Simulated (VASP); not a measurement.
# CaO (P6_3/mmc) in VASP: a series of runs

CaO is run at these levels: LDA; tasks: single point.

Everything below comes from runs of VASP 6.6.1. Logs are shortened: lines on timing, memory, paths and dates and some standing lists are left out, and cuts for length are marked.

## Step 1: The cell of the first run

The structure is hexagonal, space group P6_3/mmc (No. 194). Conventional cell: a = 3.992 Å, b = 3.992 Å, c = 4.833 Å, α = 90.00°, β = 90.00°, γ = 120.00°. Ca (site symmetry -6m2) has 5 O at 2.30 to 2.42 Å within 3.0 Å. O (site symmetry -6m2) has 5 Ca at 2.30 to 2.42 Å within 3.0 Å.

## Step 2: Single point, LDA

INCAR

```
PREC = Accurate
ENCUT = 520
EDIFF = 1E-6
ISMEAR = 0
SIGMA = 0.05
LREAL = False
LASPH = True
NELM = 80
ALGO = Normal
ISIF = 2
LWAVE = False
LCHARG = False
GGA = CA
NBANDS = 24
```

KPOINTS

```
regular mesh
0
Gamma
  6 6 4
```

POSCAR

```
CaO
1.0
    3.9919760000      0.0000000000      0.0000000000
   -1.9959880000      3.4571520000      0.0000000000
    0.0000000000      0.0000000000      4.8326884000
Ca O
2 2
Direct
    0.3333333333      0.6666666667      0.7500000000
    0.6666666667      0.3333333333      0.2500000000
    0.3333333333      0.6666666667      0.2500000000
    0.6666666667      0.3333333333      0.7500000000
```

Potentials or basis: VASP PAW LDA potentials, release 64 (Ca_sv, O).

Command:

```sh
$ cat potpaw_LDA.64/Ca_sv/POTCAR potpaw_LDA.64/O/POTCAR > POTCAR
$ mpirun -np 1 vasp_std > vasp.out
```

OUTCAR:

```text
PREC = Accurate
   ENCUT = 520
   EDIFF = 1E-6
   ISMEAR = 0
   LREAL = False
   LASPH = True
   NELM = 80
   ISIF = 2
   GGA = CA

 ion  position               nearest neighbor table
   1  0.333  0.667  0.750-   4 2.30   4 2.30   4 2.30   3 2.42   3 2.42
   2  0.667  0.333  0.250-   3 2.30   3 2.30   3 2.30   4 2.42   4 2.42
   3  0.333  0.667  0.250-   2 2.30   2 2.30   2 2.30   1 2.42   1 2.42
   4  0.667  0.333  0.750-   1 2.30   1 2.30   1 2.30   2 2.42   2 2.42

  LATTYP: Found a hexagonal cell.
 ALAT       =     3.9919760000
 C/A-ratio  =     1.2106005647

  Lattice vectors:

 A1 = (   3.9919760000,   0.0000000000,   0.0000000000)
 A2 = (  -1.9959880000,   3.4571520000,   0.0000000000)
 A3 = (   0.0000000000,   0.0000000000,   4.8326884000)

Analysis of symmetry for initial positions (statically):
=====================================================================
 Subroutine PRICEL returns:
 Original cell was already a primitive cell.

 Routine SETGRP: Setting up the symmetry group for a
 hexagonal supercell.

 Subroutine GETGRP returns: Found 24 space group operations
 (whereof 12 operations were pure point group operations)
 out of a pool of 24 trial point group operations.

The static configuration has the point symmetry D_3d.
 The point group associated with its full space group is D_6h.

Analysis of symmetry for dynamics (positions and initial velocities):
=====================================================================
 Subroutine PRICEL returns:
 Original cell was already a primitive cell.

 Routine SETGRP: Setting up the symmetry group for a
 hexagonal supercell.

 Subroutine GETGRP returns: Found 24 space group operations
 (whereof 12 operations were pure point group operations)
 out of a pool of 24 trial point group operations.

The dynamic configuration has the point symmetry D_3d.
 The point group associated with its full space group is D_6h.

 Subroutine INISYM returns: Found 24 space group operations
 (whereof 12 operations are pure point group operations),
 and found     1 'primitive' translations

----------------------------------------------------------------------------------------

                                     Primitive cell

  volume of cell :      66.6953

  direct lattice vectors                    reciprocal lattice vectors
     3.991976000  0.000000000  0.000000000     0.250502508  0.144627717  0.000000000
    -1.995988000  3.457152000  0.000000000     0.000000000  0.289255433  0.000000000
     0.000000000  0.000000000  4.832688400     0.000000000  0.000000000  0.206924163

  length of vectors
     3.991976000  3.991975457  4.832688400     0.289255394  0.289255433  0.206924163

  position of ions in fractional coordinates (direct lattice)
     0.333333333  0.666666667  0.750000000
     0.666666667  0.333333333  0.250000000
     0.333333333  0.666666667  0.250000000
     0.666666667  0.333333333  0.750000000

  ion indices of the primitive-cell ions
   primitive index   ion index
                 1           1
                 2           2
                 3           3
                 4           4

----------------------------------------------------------------------------------------

 KPOINTS: regular mesh

Automatic generation of k-mesh.
 Grid dimensions read from file:
 generate k-points for:    6    6    4

 Generating k-lattice:

  Cartesian coordinates                     Fractional coordinates (reciprocal lattice)
     0.041750418  0.024104619  0.000000000     0.166666667  0.000000000  0.000000000
     0.000000000  0.048209239  0.000000000     0.000000000  0.166666667  0.000000000
     0.000000000  0.000000000  0.051731041     0.000000000  0.000000000  0.250000000

  Length of vectors
     0.048209232  0.048209239  0.051731041

  Shift w.r.t. Gamma in fractional coordinates (k-lattice)
     0.000000000  0.000000000  0.000000000

 Subroutine IBZKPT returns following result:
 ===========================================

 Found     21 irreducible k-points:

 Following reciprocal coordinates:
            Coordinates               Weight
  0.000000  0.000000  0.000000      1.000000
  0.166667  0.000000  0.000000      6.000000
  0.333333 -0.000000  0.000000      6.000000
  0.500000  0.000000  0.000000      3.000000
  0.166667  0.166667  0.000000      6.000000
  0.333333  0.166667  0.000000     12.000000
[... 13 lines left out ...]
  0.333333  0.166667  0.500000     12.000000
  0.333333  0.333333  0.500000      2.000000
   k-points           NKPTS =     21   k-points in BZ     NKDIM =     21   number of bands    NBANDS=     24
   number of dos      NEDOS =    301   number of ions     NIONS =      4
   total plane-waves  NPLWV =  32400
   dimension x,y,z NGX =    30 NGY =   30 NGZ =   36
   dimension x,y,z NGXF=    60 NGYF=   60 NGZF=   72
   ions per type =               2   2
   NGX,Y,Z   is equivalent  to a cutoff of  12.49, 12.49, 12.38 a.u.
   NGXF,Y,Z  is equivalent  to a cutoff of  24.99, 24.99, 24.77 a.u.
 SYSTEM =  unknown system
   PREC   = accura    normal or accurate (medium, high low for compatibility)
   ISTART =      0    job   : 0-new  1-cont  2-samecut
   ICHARG =      2    charge: 1-file 2-atom 10-const
   ISPIN  =      1    spin polarized calculation?
   LNONCOLLINEAR =      F non collinear calculations
   LSORBIT =      F    spin-orbit coupling
   LASPH  =      T    aspherical Exc in radial PAW
   ENCUT  =  520.0 eV  38.22 Ry    6.18 a.u.   7.42  7.42  8.99*2*pi/ulx,y,z
   NELM   =     80;   NELMIN=  2; NELMDL= -5     # of ELM steps
   EDIFF  = 0.1E-05   stopping-criterion for ELM
   LREAL  =      F    real-space projection
   EDIFFG = 0.1E-04   stopping-criterion for IOM
   NSW    =      0    number of steps for IOM
   IBRION =     -1    ionic relax: 0-MD 1-quasi-New 2-CG
   NFREE  =      0    steps in history (QN), initial steepest desc. (CG)
   ISIF   =      2    stress and relaxation
   ISYM   =      2    0-nonsym 1-usesym 2-fastsym
   POTIM  = 0.5000    time-step for ionic-motion
   TEBEG  =    0.0;   TEEND  =   0.0 temperature during run
   PSTRESS=    0.0 pullay stress
   NELECT =      32.0000    total number of electrons
   NUPDOWN=      -1.0000    fix difference up-down
   EMIN   =  10.00;   EMAX   =-10.00  energy-range for DOS
   EFERMI =   0.00;   METHOD = LEGACY
   ISMEAR =     0;   SIGMA  =   0.05  broadening in eV -4-tet -1-fermi 0-gaus
   EFERMI_NEDOS =   21; number of points for ismear=-14 and -15
   IALGO  =     38    algorithm
   IMIX   =      4    mixing-type and parameters
     AMIX     =   0.40;   BMIX     =  1.00
     AMIX_MAG =   1.60;   BMIX_MAG =  1.00
  volume/ion in A,a.u.               =      16.67       112.52
  Fermi-wavevector in a.u.,A,eV,Ry     =   1.281621  2.421913 22.348297  1.642553
  Thomas-Fermi vector in A             =   2.413981
   LORBIT       =      0    0 simple, 1 ext, 2 COOP (PROOUT), +10 PAW based schemes
   GGA     = CA    functional components
   LHFCALC =     F    Hartree Fock is set to
   AEXX    =    0.0000 exact exchange contribution
   IVDW    =     0    specifies the selected vdW correction
   LEPSILON=     F    determine dielectric tensor
   LRPA    =     F    only Hartree local field effects (RPA)
 non-spin polarized calculation
 Gauss-broadening in eV      SIGMA  =   0.05
  energy-cutoff  :      520.00
  volume of cell :       66.70
 maximum number of plane-waves:      1823
 NGX is ok and might be reduce to    30
   NGX = 15   NGY = 15   NGZ = 17

 number of electron      31.9999995 magnetization

 Free energy of the ion-electron system (eV)
  ---------------------------------------------------
  ext. energy  EPLUGINS =         0.00000000
  ---------------------------------------------------
  free energy    TOTEN  =       -27.91357425 eV

  energy without entropy =      -27.91357425  energy(sigma->0) =      -27.91357425

 E-fermi :   1.2739     XC(G=0):  -9.9154

 val. band max:        0.9268590115   @ k =   0.0000   0.0000   0.0000
 cond. band min:       3.9192755746   @ k =   0.0000   0.0000   0.0000
 fundamental gap:      2.9924165631
 Fermi energy:         1.2738664538

 k-point     1 :       0.0000    0.0000    0.0000
  band No.  band energies     occupation
      1     -36.1859      2.00000
      2     -36.0535      2.00000
      3     -17.8330      2.00000
      4     -17.5752      2.00000
      5     -17.5752      2.00000
      6     -17.3802      2.00000
[... 16 lines left out ...]
     23       9.2546      0.00000
     24       9.3959      0.00000

 k-point     2 :       0.1667    0.0000    0.0000
  band No.  band energies     occupation
      1     -36.1746      2.00000
      2     -36.0579      2.00000
      3     -17.7954      2.00000
      4     -17.6878      2.00000
      5     -17.5983      2.00000
      6     -17.5162      2.00000
[... 16 lines left out ...]
     23       8.8930      0.00000
     24       9.2115      0.00000

 k-point     3 :       0.3333   -0.0000    0.0000
  band No.  band energies     occupation
      1     -36.1475      2.00000
      2     -36.0711      2.00000
      3     -17.8956      2.00000
      4     -17.7503      2.00000
      5     -17.6999      2.00000
      6     -17.6409      2.00000
[... 16 lines left out ...]
     23       9.0009      0.00000
     24       9.2218      0.00000
[... 433 lines left out ...]
 k-point    20 :       0.3333    0.1667    0.5000
  band No.  band energies     occupation
      1     -36.1048      2.00000
      2     -36.1048      2.00000
      3     -18.2213      2.00000
      4     -18.2213      2.00000
      5     -17.5487      2.00000
      6     -17.5487      2.00000
[... 16 lines left out ...]
     23       9.3969      0.00000
     24       9.3969      0.00000

 k-point    21 :       0.3333    0.3333    0.5000
  band No.  band energies     occupation
      1     -36.1030      2.00000
      2     -36.1030      2.00000
      3     -18.2535      2.00000
      4     -18.2535      2.00000
      5     -17.5808      2.00000
      6     -17.5808      2.00000
[... 16 lines left out ...]
     23       9.4092      0.00000
     24       9.4092      0.00000

------------------------ aborting loop because EDIFF is reached ----------------------------------------

  FORCE on cell =-STRESS in cart. coord.  units (eV):
  Direction    XX          YY          ZZ          XY          YZ          ZX
  --------------------------------------------------------------------------------------
  -------------------------------------------------------------------------------------
  Total       -2.2104736     -2.2104728     -3.0132226     -0.0000000     -0.0000000      0.0000000
  in kB      -53.1007582    -53.1007389    -72.3846722     -0.0000000     -0.0000000      0.0000000
  external PRESSURE =     -59.5287231 kB  Pullay stress =       0.0000000 kB

 VOLUME and BASIS-vectors are now :
 -----------------------------------------------------------------------------
  energy-cutoff  :      520.00
  volume of cell :       66.70
      direct lattice vectors                 reciprocal lattice vectors
     3.991976000  0.000000000  0.000000000     0.250502508  0.144627717  0.000000000
    -1.995988000  3.457152000  0.000000000     0.000000000  0.289255433  0.000000000
     0.000000000  0.000000000  4.832688400     0.000000000  0.000000000  0.206924163

 POSITION                                       TOTAL-FORCE (eV/Angst)
 -----------------------------------------------------------------------------------
     -0.00000      2.30477      3.62452        -0.000000      0.000000     -0.000000
      1.99599      1.15238      1.20817         0.000000      0.000000      0.000000
     -0.00000      2.30477      1.20817         0.000000     -0.000000      0.000000
      1.99599      1.15238      3.62452        -0.000000      0.000000      0.000000
 -----------------------------------------------------------------------------------
    total drift:                                0.000000      0.000000     -0.000000

  FREE ENERGIE OF THE ION-ELECTRON SYSTEM (eV)
  ---------------------------------------------------
  free  energy   TOTEN  =       -27.9135742528 eV

  energy  without entropy=      -27.9135742528  energy(sigma->0) =      -27.91357425
```

Run time: 26 s. Hardware: 1 thread of Intel Xeon Platinum 8488C (Sapphire Rapids), shared host; peak memory 0.17 GiB.

Results:

```
Free energy            : -27.9136 eV
Pressure               : -6.0 GPa
Band gap on the k mesh : 2.99 eV, direct
```

Stress tensor (GPa, compression positive):
```
-5.31  0.00  0.00
 0.00 -5.31  0.00
 0.00  0.00 -7.24
```

Levels at points of the mesh, in eV from the valence-band top:
```
           k point  band 12  band 13  band 14  band 15  band 16  band 17  band 18  band 19  band 20  band 21
(0.00, 0.00, 0.00)    -1.19    -1.15    -1.15    -1.13     0.00     2.99     6.02     6.02     7.51     7.58
(0.50, 0.00, 0.00)    -1.07    -0.87    -0.83    -0.62    -0.37     4.55     5.10     5.11     7.46     7.64
(0.00, 0.00, 0.50)    -1.58    -1.28    -1.28    -1.28    -1.28     4.81     4.81     7.64     7.64     7.64
(0.50, 0.00, 0.50)    -2.09    -1.04    -1.04    -0.73    -0.73     5.19     5.19     7.16     7.16     7.83
```

Expect the measured gap to be larger: semilocal functionals such as LDA lack the derivative discontinuity.

## Step 3: Single point, LDA

This run uses another cell than the first one, of 16.84 Å³/atom, 1.010 times its volume.

INCAR

```
PREC = Accurate ; ENCUT = 520
EDIFF = 1E-6 ; ISMEAR = 0
SIGMA = 0.05 ; LREAL = F
LASPH = T ; NELM = 80
ALGO = Normal ; ISIF = 2
LWAVE = F ; LCHARG = F
GGA = CA ; NBANDS = 24
```

KPOINTS is that of step 2.

POSCAR, as its differences from that of step 2:

```diff
@@ -4,3 +4,3 @@
    -1.9959880000      3.4571520000      0.0000000000
-    0.0000000000      0.0000000000      4.8326884000
+    0.0000000000      0.0000000000      4.8805368000
 Ca O
```

Potentials or basis: VASP PAW LDA potentials, release 64 (Ca_sv, O).

Command:

```sh
$ cat potpaw_LDA.64/Ca_sv/POTCAR potpaw_LDA.64/O/POTCAR > POTCAR
$ mpirun -np 1 vasp_std > vasp.out
```

Wall time 28 s (1 thread of Intel Xeon Platinum 8488C (Sapphire Rapids), shared host); peak memory 0.17 GiB.

Results (log left out):

| Property | Result |
| --- | --- |
| Free energy | -27.8814 eV |
| Pressure | -6.7 GPa |
| Band gap on the k mesh | 2.98 eV, direct |

Stress tensor (GPa, compression positive):
```
-5.71  0.00  0.00
 0.00 -5.71  0.00
 0.00  0.00 -8.64
```

Levels at points of the mesh, in eV from the valence-band top:
| k point | band 12 | band 13 | band 14 | band 15 | band 16 | band 17 | band 18 | band 19 | band 20 | band 21 |
| --- | --- | --- | --- | --- | --- | --- | --- | --- | --- | --- |
| (0.00, 0.00, 0.00) | -1.17 | -1.15 | -1.13 | -1.13 | 0.00 | 2.98 | 6.03 | 6.03 | 7.40 | 7.51 |
| (0.50, 0.00, 0.00) | -1.05 | -0.88 | -0.80 | -0.63 | -0.35 | 4.56 | 5.09 | 5.12 | 7.36 | 7.65 |
| (0.00, 0.00, 0.50) | -1.54 | -1.25 | -1.25 | -1.25 | -1.25 | 4.81 | 4.81 | 7.59 | 7.59 | 7.59 |
| (0.50, 0.00, 0.50) | -2.05 | -1.01 | -1.01 | -0.70 | -0.70 | 5.17 | 5.17 | 7.12 | 7.12 | 7.78 |

## Step 4: Single point, LDA

This run uses another cell than the first one, of 17.00 Å³/atom, 1.020 times its volume.

INCAR

```
SYSTEM = CaO
  PREC = Accurate
  ENCUT = 520
  EDIFF = 1E-6
  ISMEAR = 0
  SIGMA = 0.05
  LREAL = .FALSE.
  LASPH = .TRUE.
  NELM = 60
  ALGO = Normal
  ISIF = 2
  LWAVE = .FALSE.
  LCHARG = .FALSE.
  NBANDS = 24
```

KPOINTS

```
Automatic mesh
0
G
  6 6 4
  0 0 0
```

POSCAR, as its differences from that of step 3:

```diff
@@ -4,3 +4,3 @@
    -1.9959880000      3.4571520000      0.0000000000
-    0.0000000000      0.0000000000      4.8805368000
+    0.0000000000      0.0000000000      4.9283852000
 Ca O
```

Command:

```sh
$ cat potpaw_LDA.64/Ca_sv/POTCAR potpaw_LDA.64/O/POTCAR > POTCAR
$ mpirun -np 1 vasp_std > vasp.out
```

Run time: 31 s. Hardware: 1 thread of Intel Xeon Platinum 8488C (Sapphire Rapids), shared host; peak memory 0.17 GiB.

It converged, with:

```yaml
Free_energy: -27.8438 eV
Pressure: -7.4 GPa
Band_gap_on_the_k_mesh: 2.96 eV, direct
```

Stress tensor (GPa, compression positive):
```
-6.10  0.00  0.00
 0.00 -6.10  0.00
 0.00  0.00 -9.86
```

Levels at points of the mesh, in eV from the valence-band top:
```
           k point  band 14  band 15  band 16  band 17  band 18  band 19
(0.00, 0.00, 0.00)    -1.10    -1.10     0.00     2.96     6.04     6.04
(0.50, 0.00, 0.00)    -0.78    -0.64    -0.33     4.58     5.08     5.13
(0.00, 0.00, 0.50)    -1.22    -1.22    -1.22     4.80     4.80     7.55
(0.50, 0.00, 0.50)    -0.98    -0.67    -0.67     5.16     5.16     7.07
```

## Step 5: Overview

| cell | gap on the mesh (eV) | pressure (GPa) |
| --- | --- | --- |
| a = 3.992, b = 3.992, c = 4.833 Å, angles 90.0, 90.0, 120.0°, 4 atoms | 2.99 | -6.0 |
| a = 3.992, b = 3.992, c = 4.881 Å, angles 90.0, 90.0, 120.0°, 4 atoms | 2.98 | -6.7 |
| a = 3.992, b = 3.992, c = 4.928 Å, angles 90.0, 90.0, 120.0°, 4 atoms | 2.96 | -7.4 |

Alike in all rows: task single point; level LDA; potentials or basis VASP PAW LDA potentials, release 64 (Ca_sv, O); no spin polarisation; k mesh 6 × 6 × 4; cutoff (eV) 520; smearing gaussian 0.05 eV.

Total energies depend on the potentials used, so only differences within one code and one set of settings carry meaning.
